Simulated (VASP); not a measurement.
AlFe3, 4 atoms in the cell. The structure is cubic, space group Fm-3m (No. 225). The conventional cell has a = 5.696 Å, b = 5.696 Å, c = 5.696 Å, α = 90.00°, β = 90.00°, γ = 90.00°. Fe (site symmetry -43m) has 4 Al at 2.47 Å and 10 Fe at 2.47 to 2.85 Å within 3.3 Å. Fe (site symmetry m-3m) has 8 Fe at 2.47 Å and 6 Al at 2.85 Å within 3.3 Å. Within 3.3 Å of Al (site symmetry m-3m) lie 14 Fe at 2.47 to 2.85 Å. 

* Program: VASP 6.6.1
* Task: single point
* Functional: PBEsol
* Potentials or basis: VASP PAW PBE potentials, release 64 (Fe, Al)
* Cutoff: 520 eV
* k mesh: 8 × 8 × 8
* Occupations: fermi-dirac, width 0.05 eV
* Spin: collinear spin, ferromagnetic start
* Starting moments: [3.0, 3.0, 3.0, 0.0] μB
* Dipole correction: no
* Further INCAR settings: ALGO = Fast; EDIFF = 1e-07; NBANDS = 26

Potentials or basis: VASP PAW PBE potentials, release 64 (Fe, Al).

Run with:

```bash
$ cat potpaw_PBE.64/Fe/POTCAR potpaw_PBE.64/Al/POTCAR > POTCAR
$ mpirun -np 1 vasp_std > vasp.out
```

Hardware: 1 thread of Intel(R) Xeon(R) 6975P-C (Granite Rapids), on a shared host.

Problem. Estimate the wall time of this run.

Solution. Run time: 48 s on 1 thread of Intel(R) Xeon(R) 6975P-C (Granite Rapids) (shared host), peak memory 0.21 GiB. Counts: scf iterations 19, k points 29.
